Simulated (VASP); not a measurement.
# Sb2Mo (CdI2 type) (P-3m1) in VASP: further runs

The runs below take Sb2Mo (CdI2 type) through single point, relaxation of cell and atoms, with PBE.

Everything below comes from runs of VASP 6.6.1. Logs are shortened: lines on timing, memory, paths and dates and some standing lists are left out, and cuts for length are marked.

## (1) The cell of the first run

Symmetry: P-3m1, No. 164, trigonal system. Conventional cell: a = 3.480 Å, b = 3.480 Å, c = 6.471 Å, α = 90.00°, β = 90.00°, γ = 120.00°. Mo (site symmetry -3m) has 6 Sb at 2.75 Å and 6 Mo at 3.48 Å within 3.6 Å. Within 3.6 Å of Sb (site symmetry 3m) lie 3 Mo at 2.75 Å and 9 Sb at 3.37 to 3.48 Å.

## (2) Single point, PBE

INCAR

```
SYSTEM = Sb2Mo
  PREC = Accurate
  ENCUT = 520
  EDIFF = 1E-6
  ISMEAR = -1
  SIGMA = 0.03
  LREAL = .False.
  LASPH = .True.
  NELM = 80
  ALGO = Normal
  ISIF = 2
  LWAVE = .False.
  LCHARG = .False.
  GGA = PE
  NBANDS = 19
```

KPOINTS

```
Automatic mesh
0
Gamma
  12 12 7
  0 0 0
```

POSCAR

```
Sb2Mo
1.0
    3.4801084287      0.0000000000      0.0000000000
   -1.7400542143      3.0138623071      0.0000000000
    0.0000000000      0.0000000000      6.4706450298
Mo Sb
1 2
Direct
    0.0000000000      0.0000000000      0.0000000000
    0.3333333333      0.6666666667      0.2912959530
    0.6666666667      0.3333333333      0.7087040470
```

Potentials or basis: VASP PAW PBE potentials, release 64 (Mo_sv, Sb).

On the command line:

```
$ cat potpaw_PBE.64/Mo_sv/POTCAR potpaw_PBE.64/Sb/POTCAR > POTCAR
$ mpirun -np 1 vasp_std > vasp.out
```

OUTCAR:

```text
SYSTEM = Sb2Mo
   PREC = Accurate
   ENCUT = 520
   EDIFF = 1E-6
   ISMEAR = -1
   LREAL = .False.
   LASPH = .True.
   NELM = 80
   ISIF = 2
   GGA = PE

 ion  position               nearest neighbor table
   1  0.000  0.000  0.000-   2 2.75   3 2.75   2 2.75   3 2.75   3 2.75   2 2.75
   2  0.333  0.667  0.291-   1 2.75   1 2.75   1 2.75   3 3.37   3 3.37   3 3.37
   3  0.667  0.333  0.709-   1 2.75   1 2.75   1 2.75   2 3.37   2 3.37   2 3.37

  LATTYP: Found a hexagonal cell.
 ALAT       =     3.4801084287
 C/A-ratio  =     1.8593228235

  Lattice vectors:

 A1 = (   3.4801084287,   0.0000000000,   0.0000000000)
 A2 = (  -1.7400542143,   3.0138623071,   0.0000000000)
 A3 = (   0.0000000000,   0.0000000000,   6.4706450298)

Analysis of symmetry for initial positions (statically):
=====================================================================
 Subroutine PRICEL returns:
 Original cell was already a primitive cell.

 Routine SETGRP: Setting up the symmetry group for a
 hexagonal supercell.

 Subroutine GETGRP returns: Found 12 space group operations
 (whereof 12 operations were pure point group operations)
 out of a pool of 24 trial point group operations.

The static configuration has the point symmetry D_3d.

Analysis of symmetry for dynamics (positions and initial velocities):
=====================================================================
 Subroutine PRICEL returns:
 Original cell was already a primitive cell.

 Routine SETGRP: Setting up the symmetry group for a
 hexagonal supercell.

 Subroutine GETGRP returns: Found 12 space group operations
 (whereof 12 operations were pure point group operations)
 out of a pool of 24 trial point group operations.

The dynamic configuration has the point symmetry D_3d.

 Subroutine INISYM returns: Found 12 space group operations
 (whereof 12 operations are pure point group operations),
 and found     1 'primitive' translations

----------------------------------------------------------------------------------------

                                     Primitive cell

  volume of cell :      67.8678

  direct lattice vectors                    reciprocal lattice vectors
     3.480108429  0.000000000  0.000000000     0.287347369  0.165900081  0.000000000
    -1.740054214  3.013862307  0.000000000     0.000000000  0.331800161  0.000000000
     0.000000000  0.000000000  6.470645030     0.000000000  0.000000000  0.154544098

  length of vectors
     3.480108429  3.480108429  6.470645030     0.331800161  0.331800161  0.154544098

  position of ions in fractional coordinates (direct lattice)
     0.000000000  0.000000000  0.000000000
     0.333333333  0.666666667  0.291295953
     0.666666667  0.333333333  0.708704047

  ion indices of the primitive-cell ions
   primitive index   ion index
                 1           1
                 2           2
                 3           3

----------------------------------------------------------------------------------------

 KPOINTS: Automatic mesh

Automatic generation of k-mesh.
 Grid dimensions read from file:
 generate k-points for:   12   12    7

 Generating k-lattice:

  Cartesian coordinates                     Fractional coordinates (reciprocal lattice)
     0.023945614  0.013825007  0.000000000     0.083333333  0.000000000  0.000000000
     0.000000000  0.027650013  0.000000000     0.000000000  0.083333333  0.000000000
     0.000000000  0.000000000  0.022077728     0.000000000  0.000000000  0.142857143

  Length of vectors
     0.027650013  0.027650013  0.022077728

  Shift w.r.t. Gamma in fractional coordinates (k-lattice)
     0.000000000  0.000000000  0.000000000

 Subroutine IBZKPT returns following result:
 ===========================================

 Found    112 irreducible k-points:

 Following reciprocal coordinates:
            Coordinates               Weight
  0.000000  0.000000  0.000000      1.000000
  0.083333 -0.000000  0.000000      6.000000
  0.166667 -0.000000  0.000000      6.000000
  0.250000 -0.000000  0.000000      6.000000
  0.333333 -0.000000  0.000000      6.000000
  0.416667 -0.000000  0.000000      6.000000
[... 16 lines left out ...]
  0.166667 -0.000000  0.142857      6.000000
  0.000000  0.166667  0.142857      6.000000
 [... further k-points ...]
   k-points           NKPTS =    112   k-points in BZ     NKDIM =    112   number of bands    NBANDS=     19
   number of dos      NEDOS =    301   number of ions     NIONS =      3
   total plane-waves  NPLWV =  37632
   dimension x,y,z NGX =    28 NGY =   28 NGZ =   48
   dimension x,y,z NGXF=    56 NGYF=   56 NGZF=   96
   ions per type =               1   2
   NGX,Y,Z   is equivalent  to a cutoff of  13.38, 13.38, 12.33 a.u.
   NGXF,Y,Z  is equivalent  to a cutoff of  26.75, 26.75, 24.66 a.u.
 SYSTEM =  Sb2Mo
   PREC   = accura    normal or accurate (medium, high low for compatibility)
   ISTART =      0    job   : 0-new  1-cont  2-samecut
   ICHARG =      2    charge: 1-file 2-atom 10-const
   ISPIN  =      1    spin polarized calculation?
   LNONCOLLINEAR =      F non collinear calculations
   LSORBIT =      F    spin-orbit coupling
   LASPH  =      T    aspherical Exc in radial PAW
   ENCUT  =  520.0 eV  38.22 Ry    6.18 a.u.   6.47  6.47 12.03*2*pi/ulx,y,z
   NELM   =     80;   NELMIN=  2; NELMDL= -5     # of ELM steps
   EDIFF  = 0.1E-05   stopping-criterion for ELM
   LREAL  =      F    real-space projection
   EDIFFG = 0.1E-04   stopping-criterion for IOM
   NSW    =      0    number of steps for IOM
   IBRION =     -1    ionic relax: 0-MD 1-quasi-New 2-CG
   NFREE  =      0    steps in history (QN), initial steepest desc. (CG)
   ISIF   =      2    stress and relaxation
   ISYM   =      2    0-nonsym 1-usesym 2-fastsym
   POTIM  = 0.5000    time-step for ionic-motion
   TEBEG  =    0.0;   TEEND  =   0.0 temperature during run
   PSTRESS=    0.0 pullay stress
   NELECT =      24.0000    total number of electrons
   NUPDOWN=      -1.0000    fix difference up-down
   EMIN   =  10.00;   EMAX   =-10.00  energy-range for DOS
   EFERMI =   0.00;   METHOD = LEGACY
   ISMEAR =    -1;   SIGMA  =   0.03  broadening in eV -4-tet -1-fermi 0-gaus
   EFERMI_NEDOS =   21; number of points for ismear=-14 and -15
   IALGO  =     38    algorithm
   IMIX   =      4    mixing-type and parameters
     AMIX     =   0.40;   BMIX     =  1.00
     AMIX_MAG =   1.60;   BMIX_MAG =  1.00
  volume/ion in A,a.u.               =      22.62       152.66
  Fermi-wavevector in a.u.,A,eV,Ry     =   1.157686  2.187709 18.235019  1.340236
  Thomas-Fermi vector in A             =   2.294295
   LORBIT       =      0    0 simple, 1 ext, 2 COOP (PROOUT), +10 PAW based schemes
   GGA     = PE    functional components
   LHFCALC =     F    Hartree Fock is set to
   AEXX    =    0.0000 exact exchange contribution
   IVDW    =     0    specifies the selected vdW correction
   LEPSILON=     F    determine dielectric tensor
   LRPA    =     F    only Hartree local field effects (RPA)
 non-spin polarized calculation
  energy-cutoff  :      520.00
  volume of cell :       67.87
 maximum number of plane-waves:      1860
 NGX is ok and might be reduce to    28
   NGX = 13   NGY = 13   NGZ = 25

 number of electron      23.9999999 magnetization

 Free energy of the ion-electron system (eV)
  ---------------------------------------------------
  ext. energy  EPLUGINS =         0.00000000
  ---------------------------------------------------
  free energy    TOTEN  =       -18.82091070 eV

  energy without entropy =      -18.81774014  energy(sigma->0) =      -18.81932542

 E-fermi :   9.4792     XC(G=0): -11.0164

 val. band max:        9.4566667402   @ k =   0.2500   0.0833   0.1429
 cond. band min:       9.4947749085   @ k =   0.5000  -0.0000   0.2857
 fundamental gap:      0.0381081683
 Fermi energy:         9.4792022090

 k-point     1 :       0.0000    0.0000    0.0000
  band No.  band energies     occupation
      1     -51.3262      2.00000
      2     -25.4282      2.00000
      3     -25.4041      2.00000
      4     -25.4041      2.00000
      5      -2.7761      2.00000
      6      -0.2638      2.00000
[... 11 lines left out ...]
     18      16.3176      0.00000
     19      17.5444      0.00000

 k-point     2 :       0.0833   -0.0000    0.0000
  band No.  band energies     occupation
      1     -51.3255      2.00000
      2     -25.4262      2.00000
      3     -25.4137      2.00000
      4     -25.4064      2.00000
      5      -2.6600      2.00000
      6      -0.1967      2.00000
[... 11 lines left out ...]
     18      16.9183      0.00000
     19      17.5773      0.00000

 k-point     3 :       0.1667   -0.0000    0.0000
  band No.  band energies     occupation
      1     -51.3235      2.00000
      2     -25.4396      2.00000
      3     -25.4207      2.00000
      4     -25.4125      2.00000
      5      -2.3161      2.00000
      6      -0.0023      2.00000
[... 11 lines left out ...]
     18      16.4020      0.00000
     19      17.7504      0.00000

 k-point     4 :       0.2500   -0.0000    0.0000
  band No.  band energies     occupation
      1     -51.3207      2.00000
      2     -25.4748      2.00000
      3     -25.4209      2.00000
      4     -25.4133      2.00000
      5      -1.7583      2.00000
      6       0.2928      2.00000
[... 11 lines left out ...]
     18      15.7885      0.00000
     19      16.7058      0.00000

 k-point     5 :       0.3333   -0.0000    0.0000
  band No.  band energies     occupation
      1     -51.3178      2.00000
      2     -25.5098      2.00000
      3     -25.4292      2.00000
      4     -25.4058      2.00000
      5      -1.0187      2.00000
      6       0.6192      2.00000
[... 11 lines left out ...]
     18      15.5342      0.00000
     19      16.3347      0.00000
[... 334 lines left out ...]
      2     -25.4263      2.00000
      3     -25.4137      2.00000
      4     -25.4064      2.00000
      5      -2.5902      2.00000
      6      -0.4079      2.00000
[... 11 lines left out ...]
     18      16.9214      0.00000
     19      17.9633      0.00000

 k-point    22 :       0.0000    0.0833    0.1429
  band No.  band energies     occupation
      1     -51.3255      2.00000
      2     -25.4263      2.00000
      3     -25.4137      2.00000
      4     -25.4064      2.00000
      5      -2.5910      2.00000
      6      -0.4046      2.00000
[... 11 lines left out ...]
     18      16.9588      0.00000
     19      17.4287      0.00000

 k-point    23 :       0.1667   -0.0000    0.1429
  band No.  band energies     occupation
      1     -51.3235      2.00000
      2     -25.4396      2.00000
      3     -25.4207      2.00000
      4     -25.4125      2.00000
      5      -2.2474      2.00000
      6      -0.1961      2.00000
[... 11 lines left out ...]
     18      16.6994      0.00000
     19      17.6853      0.00000

 k-point    24 :       0.0000    0.1667    0.1429
  band No.  band energies     occupation
      1     -51.3235      2.00000
      2     -25.4396      2.00000
      3     -25.4207      2.00000
      4     -25.4125      2.00000
      5      -2.2548      2.00000
      6      -0.1695      2.00000
[... 11 lines left out ...]
     18      16.1053      0.00000
     19      17.0504      0.00000

 [... further k-points ...]
[... 5 lines left out ...]
  --------------------------------------------------------------------------------------
  -------------------------------------------------------------------------------------
  Total       -0.0541209     -0.0541209     -0.0657477     -0.0000000      0.0000000      0.0000000
  in kB       -1.2776500     -1.2776500     -1.5521267     -0.0000000      0.0000000      0.0000000
  external PRESSURE =      -1.3691423 kB  Pullay stress =       0.0000000 kB

 VOLUME and BASIS-vectors are now :
 -----------------------------------------------------------------------------
  energy-cutoff  :      520.00
  volume of cell :       67.87
      direct lattice vectors                 reciprocal lattice vectors
     3.480108429  0.000000000  0.000000000     0.287347369  0.165900081  0.000000000
    -1.740054214  3.013862307  0.000000000     0.000000000  0.331800161  0.000000000
     0.000000000  0.000000000  6.470645030     0.000000000  0.000000000  0.154544098

 POSITION                                       TOTAL-FORCE (eV/Angst)
 -----------------------------------------------------------------------------------
      0.00000      0.00000      0.00000        -0.000000      0.000000      0.000000
     -0.00000      2.00924      1.88487        -0.000000      0.000000      0.002025
      1.74005      1.00462      4.58577         0.000000     -0.000000     -0.002025
 -----------------------------------------------------------------------------------
    total drift:                               -0.000000     -0.000000     -0.000000

  FREE ENERGIE OF THE ION-ELECTRON SYSTEM (eV)
  ---------------------------------------------------
  free  energy   TOTEN  =       -18.8209106966 eV

  energy  without entropy=      -18.8177401369  energy(sigma->0) =      -18.81932542
```

Run time: 82 s. Hardware: 1 thread of Oxide Virtual Turin-like, shared host; peak memory 0.25 GiB.

What came out:

| Item | Value |
| --- | --- |
| Free energy | -18.8209 eV |
| Pressure | -0.1 GPa |
| Band gap on the k mesh | zero (band 12 reaches 9.94 eV, above the bottom of band 13 at 9.13 eV) |

Forces in eV/Å, atoms in the order of the input:
```
Mo   0.000  0.000  0.000
Sb   0.000  0.000  0.002
Sb   0.000  0.000 -0.002
```

Levels at points of the mesh, in eV from the Fermi level:
```csv
k point,band 10,band 11,band 12,band 13,band 14,band 15
"(0.00, 0.00, 0.00)",-1.21,-0.21,-0.21,2.14,3.92,3.92
"(0.50, 0.00, 0.00)",-2.13,-1.68,-0.54,0.33,1.21,1.54
```

Caveat: spin-orbit coupling is left out, which moves the levels of the heavy elements.

[end of part 1 of 2]
